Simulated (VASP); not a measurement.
A run of VASP 6.6.1 is set up as follows.

File INCAR:

```
ALGO = Normal
EDIFF = 1E-6
ENCUT = 520
GGA = PS
ISIF = 2
ISMEAR = 0
LASPH = T
LCHARG = F
LREAL = F
LWAVE = F
NBANDS = 20
NELM = 60
PREC = Accurate
SIGMA = 0.1
```

KPOINTS

```
k-points
0
Gamma
  8 8 4
```

File POSCAR:

```
MoS2
1.0
    3.1615794493      0.0000000000      0.0000000000
   -1.5807897247      2.7380081204      0.0000000000
    0.0000000000      0.0000000000      6.1836112739
Mo S
1 2
Direct
    0.0000000000      0.0000000000      0.5000000000
    0.3333333333      0.6666666667      0.2553193200
    0.6666666667      0.3333333333      0.7446806800
```

Potentials or basis: VASP PAW PBE potentials, release 64 (Mo_sv, S).

The run is started by

```bash
$ cat potpaw_PBE.64/Mo_sv/POTCAR potpaw_PBE.64/S/POTCAR > POTCAR
$ mpirun -np 1 vasp_std > vasp.out
```

Estimate the largest force.

1.078 eV/Å.

Estimate the band gap on the k mesh.

zero (band 13 reaches 7.82 eV, above the bottom of band 14 at 7.30 eV).

Estimate the pressure.

5.6 GPa.

Stress tensor (GPa, compression positive):
```
4.10 0.00 0.00
0.00 4.10 0.00
0.00 0.00 8.55
```

Caveat: the PAW data sets were made with another functional, which shifts forces and pressure a little; this functional lacks dispersion, which binds the layers, so the pressure and a relaxed spacing across them are unreliable.
